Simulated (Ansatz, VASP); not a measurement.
## One calculation of BiTe, two programs

```
Bi Te
1.0
     0.00000    3.23500    3.23500
     3.23500    0.00000    3.23500
     3.23500    3.23500    0.00000
Bi Te
1 1
Direct
  0.00000 0.00000 0.00000
  0.46909 0.53091 0.53091
```

Alike in both runs: task single point; functional PBE; k mesh 4 × 4 × 4; occupations gaussian, width 0.1 eV; no spin polarisation.

|  | VASP | Ansatz |
| --- | --- | --- |
| version | VASP 6.6.1 | Ansatz 0.2.0 |
| potentials or method | VASP PAW PBE potentials, release 64 (Bi_d, Te), cutoff 500 eV | scalar-relativistic, plane waves, PAW |
| valence electrons in the cell | 21 | 31 |

Ansatz gave:

* gap on the k mesh at the Fermi level (eV): none
* pressure (GPa): 1.6
* traceless stress, the component that is largest in VASP (GPa): 0.72
* rms of the force components (eV/Å): 0.374

Task: What did VASP give for the same quantities?

Result: gap on the k mesh at the Fermi level (eV): none; pressure (GPa): 1.5; traceless stress, the component that is largest in VASP (GPa): 0.74; rms of the force components (eV/Å): 0.377.

Atom by atom the forces differ by 0.003 eV/Å (rms over components). A gap of «none» marks a metal or a gap that the smearing closes. With one functional, cell and mesh, what is left measures potentials, basis and numerics. VASP's potentials hold 21 valence electrons a cell and Ansatz's 31, so a difference there can come from the potentials and not from the codes. Ansatz's warnings: force scf threshold loose, stress scf threshold loose.

The k mesh is coarse, so the values compare programs but aren't converged. Spin-orbit coupling is off throughout.
